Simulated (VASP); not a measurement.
# HfSi (Pnma) in VASP: notebook, part 2 of 2

VASP 6.6.1. Earlier steps stand in the parts before.

## (5) Single point, PBEsol (strain -0.030 along x and y, -0.015 along z)

File INCAR:

```
ALGO = Normal
EDIFF = 1E-6
ENCUT = 520
GGA = PS
ISIF = 2
ISMEAR = 0
LASPH = T
LCHARG = F
LREAL = F
LWAVE = F
NBANDS = 38
NELM = 60
PREC = Accurate
SIGMA = 0.15
```

File KPOINTS:

```
k-points
0
Gamma
  6 10 8
```

File POSCAR:

```
HfSi
1.0
    6.6171575704      0.0000000000      0.0000000000
    0.0000000000      3.6468506403      0.0000000000
    0.0000000000      0.0000000000      5.1237177525
Hf Si
4 4
Direct
    0.1755908222      0.2500000000      0.1264896848
    0.3244091778      0.7500000000      0.6264896848
    0.6755908222      0.2500000000      0.3735103152
    0.8244091778      0.7500000000      0.8735103152
    0.0430603597      0.2500000000      0.6402012503
    0.4569396403      0.7500000000      0.1402012503
    0.5430603597      0.2500000000      0.8597987497
    0.9569396403      0.7500000000      0.3597987497
```

Launch:

```bash
$ cat potpaw_PBE.64/Hf_pv/POTCAR potpaw_PBE.64/Si/POTCAR > POTCAR
$ mpirun -np 1 vasp_std > vasp.out
```

Run time: 4.9 min. Hardware: 1 thread of AMD EPYC 9R45 (Zen 5), shared host; peak memory 0.49 GiB.

The run converged. Its results:

| Item | Value |
| --- | --- |
| Free energy | -71.7846 eV |
| Pressure | 14.5 GPa |
| Largest force | 0.190 eV/Å |
| Band gap on the k mesh | zero (band 28 reaches 8.48 eV, above the bottom of band 29 at 8.06 eV) |

Forces on the atoms (eV/Å):
```
Hf  -0.172  0.000 -0.081
Hf   0.172  0.000 -0.081
Hf  -0.172  0.000  0.081
Hf   0.172  0.000  0.081
Si  -0.046  0.000 -0.052
Si   0.046  0.000 -0.052
Si  -0.046  0.000  0.052
Si   0.046  0.000  0.052
```

Stress tensor (GPa, compression positive):
```
15.95  0.00  0.00
 0.00 16.01  0.00
 0.00  0.00 11.51
```

Levels at points of the mesh, in eV from the Fermi level:
```
           k point  band 24  band 25  band 26  band 27  band 28  band 29  band 30  band 31  band 32  band 33
(0.00, 0.00, 0.00)    -2.11    -0.88    -0.57    -0.36    -0.31     0.43     0.74     0.96     1.33     1.43
(0.50, 0.00, 0.00)    -2.64    -0.98    -0.98    -0.70    -0.70     0.22     0.22     1.22     1.22     2.51
(0.00, 0.50, 0.00)    -2.74    -2.23    -2.23    -1.72    -1.72     2.34     2.34     2.80     2.80     3.50
(0.50, 0.50, 0.00)    -3.24    -2.11    -2.11    -2.11    -2.11     3.28     3.28     3.28     3.28     3.68
(0.00, 0.00, 0.50)    -2.00    -1.32    -1.32    -0.12    -0.12     0.96     0.96     1.11     1.11     1.88
(0.50, 0.00, 0.50)    -2.87    -1.32    -1.32    -0.77    -0.77     0.59     0.59     1.42     1.42     2.04
(0.00, 0.50, 0.50)    -2.73    -0.85    -0.85    -0.66    -0.66    -0.13    -0.13     0.88     0.88     3.39
(0.50, 0.50, 0.50)    -2.77    -1.87    -1.87    -1.87    -1.87     2.10     2.10     2.10     2.10     3.32
```

Caveat: the cell differs from its parent crystal (strain -0.030 along x and y, -0.015 along z); the PAW data sets were made with another functional, which shifts forces and pressure a little; spin-orbit coupling is left out, which moves the levels of the heavy elements.

## (6) Single point, PBEsol (strain +0.030 along x and y, +0.000 along z)

File INCAR:

```
PREC = Accurate ; ENCUT = 520
EDIFF = 1E-6 ; ISMEAR = 0
SIGMA = 0.15 ; LREAL = F
LASPH = T ; NELM = 80
ALGO = Normal ; ISIF = 2
LWAVE = F ; LCHARG = T
GGA = PS ; LELF = T
LVHAR = T ; NBANDS = 38
```

File KPOINTS:

```
regular mesh
0
Gamma
  6 10 8
```

Edit POSCAR of step 5 so:

```diff
@@ -2,5 +2,5 @@
 1.0
-    6.6171575704      0.0000000000      0.0000000000
-    0.0000000000      3.6468506403      0.0000000000
-    0.0000000000      0.0000000000      5.1237177525
+    7.0264662860      0.0000000000      0.0000000000
+    0.0000000000      3.8724290305      0.0000000000
+    0.0000000000      0.0000000000      5.2017439112
 Hf Si
```

Potentials or basis: VASP PAW PBE potentials, release 64 (Hf_pv, Si).

Launch:

```bash
$ cat potpaw_PBE.64/Hf_pv/POTCAR potpaw_PBE.64/Si/POTCAR > POTCAR
$ mpirun -np 1 vasp_std > vasp.out
```

OUTCAR:

```text
PREC = Accurate
   ENCUT = 520
   EDIFF = 1E-6
   ISMEAR = 0
   LREAL = F
   LASPH = T
   NELM = 80
   ISIF = 2
   GGA = PS

 ion  position               nearest neighbor table
   1  0.176  0.250  0.126-   5 2.70   8 2.75   8 2.75   6 2.77   6 2.77   5 2.83   7 2.93   4 3.40
                             4 3.40   2 3.41   2 3.41   2 3.41   2 3.41   3 3.74   3 3.74
   2  0.324  0.750  0.626-   6 2.70   7 2.75   7 2.75   5 2.77   5 2.77   6 2.83   8 2.93   3 3.40
                             3 3.40   1 3.41   1 3.41   1 3.41   1 3.41   4 3.74   4 3.74
   3  0.676  0.250  0.374-   7 2.70   6 2.75   6 2.75   8 2.77   8 2.77   7 2.83   5 2.93   2 3.40
                             2 3.40   4 3.41   4 3.41   4 3.41   4 3.41   1 3.74   1 3.74
   4  0.824  0.750  0.874-   8 2.70   5 2.75   5 2.75   7 2.77   7 2.77   8 2.83   6 2.93   1 3.40
                             1 3.40   3 3.41   3 3.41   3 3.41   3 3.41   2 3.74   2 3.74
   5  0.043  0.250  0.640-   8 2.50   8 2.50   1 2.70   4 2.75   4 2.75   2 2.77   2 2.77   1 2.83
                             3 2.93
   6  0.457  0.750  0.140-   7 2.50   7 2.50   2 2.70   3 2.75   3 2.75   1 2.77   1 2.77   2 2.83
                             4 2.93
   7  0.543  0.250  0.860-   6 2.50   6 2.50   3 2.70   2 2.75   2 2.75   4 2.77   4 2.77   3 2.83
                             1 2.93
   8  0.957  0.750  0.360-   5 2.50   5 2.50   4 2.70   1 2.75   1 2.75   3 2.77   3 2.77   4 2.83
                             2 2.93

  LATTYP: Found a simple orthorhombic cell.
 ALAT       =     3.8724290305
 B/A-ratio  =     1.3432767574
 C/A-ratio  =     1.8144854898

  Lattice vectors:

 A1 = (   0.0000000000,   3.8724290305,   0.0000000000)
 A2 = (   0.0000000000,   0.0000000000,   5.2017439112)
 A3 = (   7.0264662860,   0.0000000000,   0.0000000000)

Analysis of symmetry for initial positions (statically):
=====================================================================
 Subroutine PRICEL returns:
 Original cell was already a primitive cell.

 Routine SETGRP: Setting up the symmetry group for a
 simple orthorhombic supercell.

 Subroutine GETGRP returns: Found  8 space group operations
 (whereof  2 operations were pure point group operations)
 out of a pool of  8 trial point group operations.

The static configuration has the point symmetry S_2 .
[... 152 lines left out ...]
   GGA     = PS    functional components
   LHFCALC =     F    Hartree Fock is set to
   AEXX    =    0.0000 exact exchange contribution
   IVDW    =     0    specifies the selected vdW correction
   LEPSILON=     F    determine dielectric tensor
   LRPA    =     F    only Hartree local field effects (RPA)
 non-spin polarized calculation
 Gauss-broadening in eV      SIGMA  =   0.15
  energy-cutoff  :      520.00
  volume of cell :      141.54
 maximum number of plane-waves:      3844
 NGX is ok and might be reduce to    54
   NGX = 27   NGY = 15   NGZ = 19

 number of electron      56.0000004 magnetization

 Free energy of the ion-electron system (eV)
  ---------------------------------------------------
  ext. energy  EPLUGINS =         0.00000000
  ---------------------------------------------------
  free energy    TOTEN  =       -71.94880438 eV

  energy without entropy =      -71.92725854  energy(sigma->0) =      -71.93803146

 E-fermi :   7.0491     XC(G=0): -11.4720

 val. band max:        7.0457675247   @ k =   0.1667   0.1000   0.2500
 cond. band min:       7.0710241608   @ k =   0.0000   0.5000   0.5000
 fundamental gap:      0.0252566362
 Fermi energy:         7.0490869459

 k-point     1 :       0.0000    0.0000    0.0000
  band No.  band energies     occupation
      1     -23.7080      2.00000
      2     -23.7025      2.00000
      3     -23.6650      2.00000
      4     -23.6324      2.00000
      5     -23.6097      2.00000
      6     -23.6006      2.00000
[... 973 lines left out ...]
     37      10.5981      0.00000
     38      10.5981      0.00000

 [... further k-points ...]
[... 5 lines left out ...]
  --------------------------------------------------------------------------------------
  -------------------------------------------------------------------------------------
  Total       -8.9507878     -8.9824138     -3.4565271      0.0000000      0.0000000      0.0000000
  in kB     -101.3216940   -101.6796960    -39.1274145      0.0000000      0.0000000      0.0000000
  external PRESSURE =     -80.7096015 kB  Pullay stress =       0.0000000 kB

 VOLUME and BASIS-vectors are now :
 -----------------------------------------------------------------------------
  energy-cutoff  :      520.00
  volume of cell :      141.54
      direct lattice vectors                 reciprocal lattice vectors
     7.026466286  0.000000000  0.000000000     0.142319049  0.000000000  0.000000000
     0.000000000  3.872429031  0.000000000     0.000000000  0.258235849  0.000000000
     0.000000000  0.000000000  5.201743911     0.000000000  0.000000000  0.192243220

 POSITION                                       TOTAL-FORCE (eV/Angst)
 -----------------------------------------------------------------------------------
      1.23378      0.96811      0.65797         0.184148      0.000000      0.072141
      2.27945      2.90432      3.25884        -0.184148      0.000000      0.072141
      4.74702      0.96811      1.94291         0.184148     -0.000000     -0.072141
      5.79268      2.90432      4.54378        -0.184148      0.000000     -0.072141
      0.30256      0.96811      3.33016         0.018726     -0.000000      0.015364
      3.21067      2.90432      0.72929        -0.018726      0.000000      0.015364
      3.81580      0.96811      4.47245         0.018726     -0.000000     -0.015364
      6.72390      2.90432      1.87158        -0.018726     -0.000000     -0.015364
 -----------------------------------------------------------------------------------
    total drift:                                0.000000     -0.000000     -0.000000

  FREE ENERGIE OF THE ION-ELECTRON SYSTEM (eV)
  ---------------------------------------------------
  free  energy   TOTEN  =       -71.9488043833 eV

  energy  without entropy=      -71.9272585404  energy(sigma->0) =      -71.93803146
```

OSZICAR:

```text
N       E                     dE             d eps       ncg     rms          rms(c)
DAV:   1     0.210932445880E+03    0.21093E+03   -0.28673E+04  9128   0.137E+03
DAV:   2    -0.606558821243E+02   -0.27159E+03   -0.26217E+03 10756   0.321E+02
DAV:   3    -0.749733547712E+02   -0.14317E+02   -0.13978E+02 11768   0.489E+01
DAV:   4    -0.752411189086E+02   -0.26776E+00   -0.26639E+00 11568   0.722E+00
DAV:   5    -0.752445943945E+02   -0.34755E-02   -0.34731E-02 11426   0.823E-01    0.875E+01
DAV:   6    -0.722899408708E+02    0.29547E+01   -0.82124E+00 10660   0.929E+00    0.544E+01
DAV:   7    -0.720725289847E+02    0.21741E+00   -0.38264E+00 11706   0.735E+00    0.692E+00
DAV:   8    -0.719491496485E+02    0.12338E+00   -0.66716E-01 10234   0.278E+00    0.123E+00
DAV:   9    -0.719493553518E+02   -0.20570E-03   -0.36503E-02 11688   0.818E-01    0.852E-01
DAV:  10    -0.719488120583E+02    0.54329E-03   -0.31658E-03 11302   0.175E-01    0.464E-01
DAV:  11    -0.719488093387E+02    0.27196E-05   -0.30324E-04 11248   0.598E-02    0.109E-01
DAV:  12    -0.719488043873E+02    0.49514E-05   -0.10862E-05 10964   0.138E-02    0.160E-02
DAV:  13    -0.719488043833E+02    0.39477E-08   -0.30147E-06  9684   0.641E-03
   1 F= -.71948804E+02 E0= -.71938031E+02  d E =-.215458E-01
```

Wall time 8.7 min (1 thread of Oxide Virtual Turin-like, shared host); peak memory 0.55 GiB.

Results:

```yaml
Free_energy: -71.9488 eV
Pressure: -8.1 GPa
Largest_force: 0.198 eV/Å
Band_gap_on_the_k_mesh: zero (band 28 reaches 7.33 eV, above the bottom of band 29 at 6.88 eV)
```

Forces on the atoms (eV/Å):
```
Hf   0.184  0.000  0.072
Hf  -0.184  0.000  0.072
Hf   0.184  0.000 -0.072
Hf  -0.184  0.000 -0.072
Si   0.019  0.000  0.015
Si  -0.019  0.000  0.015
Si   0.019  0.000 -0.015
Si  -0.019  0.000 -0.015
```

Levels at points of the mesh, in eV from the Fermi level:
| k point | band 24 | band 25 | band 26 | band 27 | band 28 | band 29 | band 30 | band 31 | band 32 | band 33 |
| --- | --- | --- | --- | --- | --- | --- | --- | --- | --- | --- |
| (0.00, 0.00, 0.00) | -2.08 | -0.81 | -0.49 | -0.34 | -0.27 | 0.22 | 0.57 | 0.84 | 1.15 | 1.32 |
| (0.50, 0.00, 0.00) | -2.41 | -0.88 | -0.88 | -0.52 | -0.52 | -0.06 | -0.06 | 0.97 | 0.97 | 2.19 |
| (0.00, 0.50, 0.00) | -2.53 | -2.02 | -2.02 | -1.65 | -1.65 | 1.88 | 1.88 | 2.32 | 2.32 | 2.83 |
| (0.50, 0.50, 0.00) | -3.02 | -1.92 | -1.92 | -1.92 | -1.92 | 2.52 | 2.52 | 2.52 | 2.52 | 3.34 |
| (0.00, 0.00, 0.50) | -1.72 | -1.16 | -1.16 | -0.33 | -0.33 | 0.73 | 0.73 | 0.81 | 0.81 | 1.68 |
| (0.50, 0.00, 0.50) | -2.52 | -1.25 | -1.25 | -0.79 | -0.79 | 0.53 | 0.53 | 1.19 | 1.19 | 1.72 |
| (0.00, 0.50, 0.50) | -2.74 | -0.77 | -0.77 | -0.49 | -0.49 | 0.02 | 0.02 | 0.92 | 0.92 | 2.70 |
| (0.50, 0.50, 0.50) | -2.61 | -1.56 | -1.56 | -1.56 | -1.56 | 1.83 | 1.83 | 1.83 | 1.83 | 2.73 |

Caveat: the cell differs from its parent crystal (strain +0.030 along x and y, +0.000 along z); the PAW data sets were made with another functional, which shifts forces and pressure a little; spin-orbit coupling is left out, which moves the levels of the heavy elements.

## (7) Single point, PBEsol (strain +0.030 along x and y, +0.030 along z)

File INCAR:

```
PREC     = Accurate       # precision mode
ENCUT    = 520            # plane-wave cutoff, eV
EDIFF    = 1E-6           # SCF threshold, eV
ISMEAR   = 0              # smearing method
SIGMA    = 0.15           # smearing width, eV
LREAL    = False          # projectors in reciprocal space
LASPH    = True           # aspherical terms in the spheres
NELM     = 100            # most SCF steps
ALGO     = Normal         # electronic algorithm
ISIF     = 2              # what is computed and relaxed
LWAVE    = False          # write WAVECAR
LCHARG   = True           # write CHGCAR
GGA      = PS             # functional
LELF     = True           # ELF
LVHAR    = True         
NBANDS   = 38             # bands
```

KPOINTS is that of step 6.

Edit POSCAR of step 6 so:

```diff
@@ -4,3 +4,3 @@
     0.0000000000      3.8724290305      0.0000000000
-    0.0000000000      0.0000000000      5.2017439112
+    0.0000000000      0.0000000000      5.3577962285
 Hf Si
```

Launch:

```bash
$ cat potpaw_PBE.64/Hf_pv/POTCAR potpaw_PBE.64/Si/POTCAR > POTCAR
$ mpirun -np 1 vasp_std > vasp.out
```

It took 8.9 min on 1 thread of Oxide Virtual Turin-like, shared host; peak memory 0.57 GiB.

It converged, with:

```yaml
Free_energy: -71.7275 eV
Pressure: -11.9 GPa
Largest_force: 0.070 eV/Å
Band_gap_on_the_k_mesh: zero (band 28 reaches 7.07 eV, above the bottom of band 29 at 6.69 eV)
```

Forces on the atoms (eV/Å):
```
Hf   0.028  0.000  0.013
Hf  -0.028  0.000  0.013
Hf   0.028  0.000 -0.013
Hf  -0.028  0.000 -0.013
Si   0.040  0.000  0.058
Si  -0.040  0.000  0.058
Si   0.040  0.000 -0.058
Si  -0.040  0.000 -0.058
```

Stress tensor (GPa, compression positive):
```
-11.67   0.00   0.00
  0.00 -11.62   0.00
  0.00   0.00 -12.43
```

Levels at points of the mesh, in eV from the Fermi level:
| k point | band 26 | band 27 | band 28 | band 29 | band 30 | band 31 |
| --- | --- | --- | --- | --- | --- | --- |
| (0.00, 0.00, 0.00) | -0.54 | -0.26 | -0.20 | 0.31 | 0.58 | 0.85 |
| (0.50, 0.00, 0.00) | -0.85 | -0.53 | -0.53 | -0.05 | -0.05 | 0.99 |
| (0.00, 0.50, 0.00) | -1.99 | -1.67 | -1.67 | 1.82 | 1.82 | 2.21 |
| (0.50, 0.50, 0.00) | -1.93 | -1.93 | -1.93 | 2.52 | 2.52 | 2.52 |
| (0.00, 0.00, 0.50) | -1.15 | -0.25 | -0.25 | 0.79 | 0.79 | 0.82 |
| (0.50, 0.00, 0.50) | -1.20 | -0.72 | -0.72 | 0.46 | 0.46 | 1.17 |
| (0.00, 0.50, 0.50) | -0.75 | -0.50 | -0.50 | -0.02 | -0.02 | 0.81 |
| (0.50, 0.50, 0.50) | -1.57 | -1.57 | -1.57 | 1.77 | 1.77 | 1.77 |

Caveat: the cell differs from its parent crystal (strain +0.030 along x and y, +0.030 along z); the PAW data sets were made with another functional, which shifts forces and pressure a little; spin-orbit coupling is left out, which moves the levels of the heavy elements.

## (8) Summary

```tsv
cell	gap on the mesh (eV)	pressure (GPa)	largest force (eV/Å)
a = 6.822, b = 3.760, c = 5.046 Å, 8 atoms	none	5.8	0.24
a = 6.719, b = 3.703, c = 5.202 Å, 8 atoms	none	5.3	0.14
a = 6.617, b = 3.647, c = 5.046 Å, 8 atoms	none	18.0	0.08
a = 6.617, b = 3.647, c = 5.124 Å, 8 atoms	none	14.5	0.19
a = 7.026, b = 3.872, c = 5.202 Å, 8 atoms	none	-8.1	0.20
a = 7.026, b = 3.872, c = 5.358 Å, 8 atoms	none	-11.9	0.07
```

Alike in all rows: task single point; level PBEsol; potentials or basis VASP PAW PBE potentials, release 64 (Hf_pv, Si); no spin polarisation; k mesh 6 × 10 × 8; cutoff (eV) 520; smearing gaussian 0.15 eV.

Caveats: the PAW data sets were made with another functional, which shifts forces and pressure a little; spin-orbit coupling is left out, which moves the levels of the heavy elements.

Total energies depend on the potentials used, so only differences within one code and one set of settings carry meaning.
